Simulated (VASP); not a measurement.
# Re (P6_3/mmc) in VASP: further runs

The runs below take Re through single point, with PBE, PBEsol.

Everything below comes from runs of VASP 6.6.1. Logs are shortened: lines on timing, memory, paths and dates and some standing lists are left out, and cuts for length are marked.

## Step 1: The cell of the first run

Symmetry: P6_3/mmc, No. 194, hexagonal system. Conventional cell: a = 2.761 Å, b = 2.761 Å, c = 4.458 Å, α = 90.00°, β = 90.00°, γ = 120.00°. Re (site symmetry -6m2) has 12 Re at 2.74 to 2.76 Å within 3.6 Å.

## Step 2: Single point, PBE

INCAR reads:

```
SYSTEM = Re
  PREC = Accurate
  ENCUT = 600
  EDIFF = 1E-6
  ISMEAR = -1
  SIGMA = 0.04
  LREAL = .False.
  LASPH = .True.
  NELM = 120
  ALGO = Normal
  ISIF = 2
  LWAVE = .False.
  LCHARG = .True.
  GGA = PE
  LELF = .True.
  LVHAR = .True.
  NBANDS = 14
  GGA_COMPAT = .False.
```

KPOINTS reads:

```
regular mesh
0
Gamma
  6 6 3
  0 0 0
```

POSCAR reads:

```
Re
1.0
    2.7608000000      0.0000000000      0.0000000000
   -1.3804000000      2.3909229348      0.0000000000
    0.0000000000      0.0000000000      4.4582000000
Re
2
Direct
    0.6666666667      0.3333333333      0.7500000000
    0.3333333333      0.6666666667      0.2500000000
```

Potentials or basis: VASP PAW PBE potentials, release 64 (Re).

Launch:

```sh
$ cat potpaw_PBE.64/Re/POTCAR > POTCAR
$ mpirun -np 1 vasp_std > vasp.out
```

OUTCAR:

```text
SYSTEM = Re
   PREC = Accurate
   ENCUT = 600
   EDIFF = 1E-6
   ISMEAR = -1
   LREAL = .False.
   LASPH = .True.
   NELM = 120
   ISIF = 2
   GGA = PE

 ion  position               nearest neighbor table
   1  0.667  0.333  0.750-   2 2.74   2 2.74   2 2.74   2 2.74   2 2.74   2 2.74
   2  0.333  0.667  0.250-   1 2.74   1 2.74   1 2.74   1 2.74   1 2.74   1 2.74

  LATTYP: Found a hexagonal cell.
 ALAT       =     2.7608000000
 C/A-ratio  =     1.6148217908

  Lattice vectors:

 A1 = (   2.7608000000,   0.0000000000,   0.0000000000)
 A2 = (  -1.3804000000,   2.3909229348,   0.0000000000)
 A3 = (   0.0000000000,   0.0000000000,   4.4582000000)

Analysis of symmetry for initial positions (statically):
=====================================================================
 Subroutine PRICEL returns:
 Original cell was already a primitive cell.

 Routine SETGRP: Setting up the symmetry group for a
 hexagonal supercell.

 Subroutine GETGRP returns: Found 24 space group operations
 (whereof 12 operations were pure point group operations)
 out of a pool of 24 trial point group operations.

The static configuration has the point symmetry D_3d.
 The point group associated with its full space group is D_6h.

Analysis of symmetry for dynamics (positions and initial velocities):
=====================================================================
 Subroutine PRICEL returns:
 Original cell was already a primitive cell.

 Routine SETGRP: Setting up the symmetry group for a
 hexagonal supercell.

 Subroutine GETGRP returns: Found 24 space group operations
 (whereof 12 operations were pure point group operations)
 out of a pool of 24 trial point group operations.

The dynamic configuration has the point symmetry D_3d.
 The point group associated with its full space group is D_6h.

 Subroutine INISYM returns: Found 24 space group operations
 (whereof 12 operations are pure point group operations),
 and found     1 'primitive' translations

----------------------------------------------------------------------------------------

                                     Primitive cell

  volume of cell :      29.4280

  direct lattice vectors                    reciprocal lattice vectors
     2.760800000  0.000000000  0.000000000     0.362213851  0.209124264  0.000000000
    -1.380400000  2.390922935  0.000000000     0.000000000  0.418248529  0.000000000
     0.000000000  0.000000000  4.458200000     0.000000000  0.000000000  0.224305774

  length of vectors
     2.760800000  2.760800000  4.458200000     0.418248529  0.418248529  0.224305774

  position of ions in fractional coordinates (direct lattice)
     0.666666667  0.333333333  0.750000000
     0.333333333  0.666666667  0.250000000

  ion indices of the primitive-cell ions
   primitive index   ion index
                 1           1
                 2           2

----------------------------------------------------------------------------------------

 KPOINTS: regular mesh

Automatic generation of k-mesh.
 Grid dimensions read from file:
 generate k-points for:    6    6    3

 Generating k-lattice:

  Cartesian coordinates                     Fractional coordinates (reciprocal lattice)
     0.060368975  0.034854044  0.000000000     0.166666667 -0.000000000  0.000000000
     0.000000000  0.069708088  0.000000000     0.000000000  0.166666667  0.000000000
     0.000000000  0.000000000  0.074768591     0.000000000  0.000000000  0.333333333

  Length of vectors
     0.069708088  0.069708088  0.074768591

  Shift w.r.t. Gamma in fractional coordinates (k-lattice)
     0.000000000  0.000000000  0.000000000

 Subroutine IBZKPT returns following result:
 ===========================================

 Found     14 irreducible k-points:

 Following reciprocal coordinates:
            Coordinates               Weight
  0.000000  0.000000  0.000000      1.000000
  0.166667 -0.000000  0.000000      6.000000
  0.333333 -0.000000  0.000000      6.000000
  0.500000 -0.000000  0.000000      3.000000
  0.166667  0.166667  0.000000      6.000000
  0.333333  0.166667  0.000000     12.000000
  0.333333  0.333333  0.000000      2.000000
  0.000000  0.000000  0.333333      2.000000
  0.166667 -0.000000  0.333333     12.000000
  0.333333 -0.000000  0.333333     12.000000
  0.500000 -0.000000  0.333333      6.000000
  0.166667  0.166667  0.333333     12.000000
  0.333333  0.166667  0.333333     24.000000
  0.333333  0.333333  0.333333      4.000000
   k-points           NKPTS =     14   k-points in BZ     NKDIM =     14   number of bands    NBANDS=     14
   number of dos      NEDOS =    301   number of ions     NIONS =      2
   total plane-waves  NPLWV =  20736
   dimension x,y,z NGX =    24 NGY =   24 NGZ =   36
   dimension x,y,z NGXF=    48 NGYF=   48 NGZF=   72
   ions per type =               2
   NGX,Y,Z   is equivalent  to a cutoff of  14.45, 14.45, 13.42 a.u.
   NGXF,Y,Z  is equivalent  to a cutoff of  28.90, 28.90, 26.85 a.u.
 SYSTEM =  Re
   PREC   = accura    normal or accurate (medium, high low for compatibility)
   ISTART =      0    job   : 0-new  1-cont  2-samecut
   ICHARG =      2    charge: 1-file 2-atom 10-const
   ISPIN  =      1    spin polarized calculation?
   LNONCOLLINEAR =      F non collinear calculations
   LSORBIT =      F    spin-orbit coupling
   LASPH  =      T    aspherical Exc in radial PAW
   ENCUT  =  600.0 eV  44.10 Ry    6.64 a.u.   5.51  5.51  8.90*2*pi/ulx,y,z
   NELM   =    120;   NELMIN=  2; NELMDL= -5     # of ELM steps
   EDIFF  = 0.1E-05   stopping-criterion for ELM
   LREAL  =      F    real-space projection
   EDIFFG = 0.1E-04   stopping-criterion for IOM
   NSW    =      0    number of steps for IOM
   IBRION =     -1    ionic relax: 0-MD 1-quasi-New 2-CG
   NFREE  =      0    steps in history (QN), initial steepest desc. (CG)
   ISIF   =      2    stress and relaxation
   ISYM   =      2    0-nonsym 1-usesym 2-fastsym
   POTIM  = 0.5000    time-step for ionic-motion
   TEBEG  =    0.0;   TEEND  =   0.0 temperature during run
   PSTRESS=    0.0 pullay stress
   NELECT =      14.0000    total number of electrons
   NUPDOWN=      -1.0000    fix difference up-down
   EMIN   =  10.00;   EMAX   =-10.00  energy-range for DOS
   EFERMI =   0.00;   METHOD = LEGACY
   ISMEAR =    -1;   SIGMA  =   0.04  broadening in eV -4-tet -1-fermi 0-gaus
   EFERMI_NEDOS =   21; number of points for ismear=-14 and -15
   IALGO  =     38    algorithm
   IMIX   =      4    mixing-type and parameters
     AMIX     =   0.40;   BMIX     =  1.00
     AMIX_MAG =   1.60;   BMIX_MAG =  1.00
  volume/ion in A,a.u.               =      14.71        99.29
  Fermi-wavevector in a.u.,A,eV,Ry     =   1.278000  2.415070 22.222174  1.633284
  Thomas-Fermi vector in A             =   2.410568
   LORBIT       =      0    0 simple, 1 ext, 2 COOP (PROOUT), +10 PAW based schemes
   GGA     = PE    functional components
   LHFCALC =     F    Hartree Fock is set to
   AEXX    =    0.0000 exact exchange contribution
   IVDW    =     0    specifies the selected vdW correction
   LEPSILON=     F    determine dielectric tensor
   LRPA    =     F    only Hartree local field effects (RPA)
 non-spin polarized calculation
  energy-cutoff  :      600.00
  volume of cell :       29.43
 maximum number of plane-waves:      1003
 NGX is ok and might be reduce to    24
   NGX = 11   NGY = 11   NGZ = 17

 number of electron      14.0000000 magnetization

 Free energy of the ion-electron system (eV)
  ---------------------------------------------------
  ext. energy  EPLUGINS =         0.00000000
  ---------------------------------------------------
  free energy    TOTEN  =       -24.87848314 eV

  energy without entropy =      -24.86051523  energy(sigma->0) =      -24.86949918

 E-fermi :   7.6963     XC(G=0): -13.7312

 val. band max:        7.6850209278   @ k =   0.1667  -0.0000   0.0000
 cond. band min:       7.7086712936   @ k =   0.3333   0.1667   0.3333
 fundamental gap:      0.0236503658
 Fermi energy:         7.6963109800

 k-point     1 :       0.0000    0.0000    0.0000
  band No.  band energies     occupation
      1      -1.9801      2.00000
      2       1.2594      2.00000
      3       6.2913      2.00000
      4       6.2913      2.00000
      5       6.3153      2.00000
      6       7.1274      2.00000
      7       7.1274      2.00000
      8       8.0828      0.00013
      9       8.0828      0.00013
     10       8.5112      0.00000
     11      11.2540      0.00000
     12      11.2540      0.00000
     13      17.9085      0.00000
     14      22.0247      0.00000

 k-point     2 :       0.1667   -0.0000    0.0000
  band No.  band energies     occupation
      1      -0.9033      2.00000
      2       2.1862      2.00000
      3       5.0829      2.00000
      4       5.8941      2.00000
      5       6.4186      2.00000
      6       7.3107      1.99987
      7       7.3737      1.99937
      8       7.4941      1.98732
      9       7.6850      1.14020
     10       8.0852      0.00012
     11      11.6953      0.00000
     12      14.3962      0.00000
     13      17.7304      0.00000
     14      24.0494      0.00000

 k-point     3 :       0.3333   -0.0000    0.0000
  band No.  band energies     occupation
      1       1.2582      2.00000
      2       2.4524      2.00000
      3       3.5067      2.00000
      4       5.2027      2.00000
      5       6.3629      2.00000
      6       6.4723      2.00000
      7       6.8697      2.00000
      8       9.9527      0.00000
      9       9.9536      0.00000
     10      10.4975      0.00000
     11      12.1436      0.00000
     12      17.0802      0.00000
     13      18.3893      0.00000
     14      20.1819      0.00000

 k-point     4 :       0.5000   -0.0000    0.0000
  band No.  band energies     occupation
      1       1.8989      2.00000
      2       2.0515      2.00000
      3       2.6445      2.00000
      4       5.9574      2.00000
      5       6.1540      2.00000
      6       6.5240      2.00000
      7       7.2873      1.99993
      8      11.8342      0.00000
      9      12.2600      0.00000
     10      12.3673      0.00000
     11      13.9424      0.00000
     12      14.9453      0.00000
     13      18.0754      0.00000
     14      20.3287      0.00000

 k-point     5 :       0.1667    0.1667    0.0000
  band No.  band energies     occupation
      1       0.8934      2.00000
      2       3.3643      2.00000
      3       4.0918      2.00000
      4       4.1631      2.00000
      5       6.0305      2.00000
      6       6.1272      2.00000
      7       7.5002      1.98527
      8       8.2388      0.00000
      9       9.4639      0.00000
     10      10.3726      0.00000
     11      11.7725      0.00000
[... 106 lines left out ...]
 k-point    12 :       0.1667    0.1667    0.3333
  band No.  band energies     occupation
      1       1.5369      2.00000
      2       3.1278      2.00000
      3       3.9252      2.00000
      4       4.4801      2.00000
      5       5.5103      2.00000
      6       6.1520      2.00000
      7       7.0495      2.00000
      8       8.4935      0.00000
      9      10.1993      0.00000
     10      10.3247      0.00000
     11      11.3518      0.00000
     12      13.3985      0.00000
     13      20.6886      0.00000
     14      23.5974      0.00000

 k-point    13 :       0.3333    0.1667    0.3333
  band No.  band energies     occupation
      1       2.0589      2.00000
      2       2.9646      2.00000
      3       3.6790      2.00000
      4       4.8488      2.00000
      5       5.4428      2.00000
      6       6.7869      2.00000
      7       7.7087      0.84671
      8       9.1807      0.00000
      9      10.7677      0.00000
     10      12.3970      0.00000
     11      13.6712      0.00000
     12      14.9789      0.00000
     13      18.2978      0.00000
     14      20.2049      0.00000

 k-point    14 :       0.3333    0.3333    0.3333
  band No.  band energies     occupation
      1       3.4772      2.00000
      2       3.4772      2.00000
      3       3.4934      2.00000
      4       4.4772      2.00000
      5       5.7272      2.00000
      6       5.7272      2.00000
      7       7.6764      1.24337
      8       8.9628      0.00000
      9      11.2316      0.00000
     10      11.2316      0.00000
     11      15.9801      0.00000
     12      15.9801      0.00000
     13      18.9699      0.00000
     14      20.0352      0.00000

------------------------ aborting loop because EDIFF is reached ----------------------------------------

  FORCE on cell =-STRESS in cart. coord.  units (eV):
  Direction    XX          YY          ZZ          XY          YZ          ZX
  --------------------------------------------------------------------------------------
  -------------------------------------------------------------------------------------
  Total        1.4355716      1.4355716      0.3189238     -0.0000000     -0.0000000     -0.0000000
  in kB       78.1583469     78.1583469     17.3635089     -0.0000000     -0.0000000     -0.0000000
  external PRESSURE =      57.8934009 kB  Pullay stress =       0.0000000 kB

 VOLUME and BASIS-vectors are now :
 -----------------------------------------------------------------------------
  energy-cutoff  :      600.00
  volume of cell :       29.43
      direct lattice vectors                 reciprocal lattice vectors
     2.760800000  0.000000000  0.000000000     0.362213851  0.209124264  0.000000000
    -1.380400000  2.390922935  0.000000000     0.000000000  0.418248529  0.000000000
     0.000000000  0.000000000  4.458200000     0.000000000  0.000000000  0.224305774

 POSITION                                       TOTAL-FORCE (eV/Angst)
 -----------------------------------------------------------------------------------
      1.38040      0.79697      3.34365        -0.000000      0.000000      0.000000
     -0.00000      1.59395      1.11455         0.000000      0.000000      0.000000
 -----------------------------------------------------------------------------------
    total drift:                               -0.000000      0.000000     -0.000000

  FREE ENERGIE OF THE ION-ELECTRON SYSTEM (eV)
  ---------------------------------------------------
  free  energy   TOTEN  =       -24.8784831402 eV

  energy  without entropy=      -24.8605152269  energy(sigma->0) =      -24.86949918
```

Run time: 19 s. Hardware: 1 thread of AMD EPYC 7R13, shared host; peak memory 0.12 GiB.

What came out:

- Free energy: -24.8785 eV
- Pressure: 5.8 GPa
- Band gap on the k mesh: zero (band 7 reaches 9.50 eV, above the bottom of band 8 at 6.52 eV)

Stress tensor (GPa, compression positive):
```
7.82 0.00 0.00
0.00 7.82 0.00
0.00 0.00 1.74
```

Levels at points of the mesh, in eV from the Fermi level:
| k point | band 4 | band 5 | band 6 | band 7 | band 8 | band 9 | band 10 | band 11 |
| --- | --- | --- | --- | --- | --- | --- | --- | --- |
| (0.00, 0.00, 0.00) | -1.41 | -1.38 | -0.57 | -0.57 | 0.39 | 0.39 | 0.81 | 3.56 |
| (0.50, 0.00, 0.00) | -1.74 | -1.54 | -1.17 | -0.41 | 4.14 | 4.56 | 4.67 | 6.25 |

Caveat: the k points lie up to 0.47 Å⁻¹ apart; spin-orbit coupling is left out, which moves the levels of the heavy elements.

## Step 3: Single point, PBE

INCAR reads:

```
SYSTEM = Re
ALGO = Normal ; EDIFF = 1E-6
ENCUT = 600 ; GGA = PE
GGA_COMPAT = .FALSE. ; ISIF = 2
ISMEAR = 0 ; LASPH = .TRUE.
LCHARG = .FALSE. ; LREAL = .FALSE.
LWAVE = .FALSE. ; NBANDS = 14
NELM = 120 ; PREC = Accurate
SIGMA = 0.017
```

KPOINTS reads:

```
k-points
0
G
  11 11 6
  0 0 0
```

POSCAR is that of step 2.

Potentials or basis: VASP PAW PBE potentials, release 64 (Re).

Launch:

```sh
$ cat potpaw_PBE.64/Re/POTCAR > POTCAR
$ mpirun -np 1 vasp_std > vasp.out
```

It took 40 s on 1 thread of AMD EPYC 7R13, shared host; peak memory 0.14 GiB.

It converged, with:

| Quantity | Value |
| --- | --- |
| Free energy | -24.8424 eV |
| Pressure | 5.5 GPa |
| Band gap on the k mesh | zero (band 7 reaches 9.23 eV, above the bottom of band 8 at 6.18 eV) |

Stress tensor (GPa, compression positive):
```
5.87 0.00 0.00
0.00 5.87 0.00
0.00 0.00 4.89
```

Levels at points of the mesh, in eV from the Fermi level:
```tsv
k point	band 3	band 4	band 5	band 6	band 7	band 8	band 9	band 10	band 11	band 12
(0.00, 0.00, 0.00)	-1.61	-1.61	-1.61	-0.77	-0.77	0.15	0.15	0.58	3.33	3.33
(0.00, 0.00, 0.50)	-2.42	-2.42	-1.74	-1.74	-1.74	-1.74	2.51	2.51	2.51	2.51
```

Caveat: spin-orbit coupling is left out, which moves the levels of the heavy elements.

## Step 4: Single point, PBEsol, non-collinear spin, zero start, spin-orbit coupling

INCAR reads:

```
PREC = Accurate
ENCUT = 520
EDIFF = 1E-6
ISMEAR = -1
SIGMA = 0.05
LREAL = False
LASPH = True
NELM = 150
ALGO = Normal
ISIF = 2
LWAVE = False
LCHARG = False
MAGMOM = 0 0 0 0 0 0
LORBIT = 11
LSORBIT = True
GGA_COMPAT = False
LORBMOM = True
LMAXMIX = 4
GGA = PS
NBANDS = 26
```

KPOINTS reads:

```
regular mesh
0
Gamma
  11 11 6
```

POSCAR is that of step 3.

Launch:

```sh
$ cat potpaw_PBE.64/Re/POTCAR > POTCAR
$ mpirun -np 1 vasp_ncl > vasp.out
```

Run time: 3 min. Hardware: 1 thread of Intel Xeon Platinum 8375C at 2.90GHz (Ice Lake), shared host; peak memory 0.27 GiB.

The run converged. Its results:

* Free energy: -27.4069 eV
* Pressure: -3.5 GPa
* Net moment: 0.00 μB per cell
* Valence electrons inside the program's atomic spheres: Re 6.15

Stress tensor (GPa, compression positive):
```
-3.37  0.00  0.00
 0.00 -3.37  0.00
 0.00  0.00 -3.77
```

Moments on the atoms (μB; x, y, z):
```
Re  0.00 0.00 0.00
Re  0.00 0.00 0.00
```

Caveat: the PAW data sets were made with another functional, which shifts forces and pressure a little.

## Step 5: Summary

| level | spin | k mesh | cutoff (eV) | smearing | gap on the mesh (eV) | pressure (GPa) |
| --- | --- | --- | --- | --- | --- | --- |
| PBE | off | 6 × 6 × 3 | 600 | fermi-dirac 0.04 eV | none | 5.8 |
| PBE | off | 11 × 11 × 6 | 600 | gaussian 0.017 eV | none | 5.5 |
| PBEsol | non-collinear, zero start, SOC | 11 × 11 × 6 | 520 | fermi-dirac 0.05 eV | - | -3.5 |

Alike in all rows: task single point; potentials or basis VASP PAW PBE potentials, release 64 (Re); cell as given.

Caveats: some runs use coarse meshes; spin-orbit coupling is left out, which moves the levels of the heavy elements (some runs); the PAW data sets were made with another functional, which shifts forces and pressure a little (some runs).

Absolute energies hang on the potentials; compare differences alone.
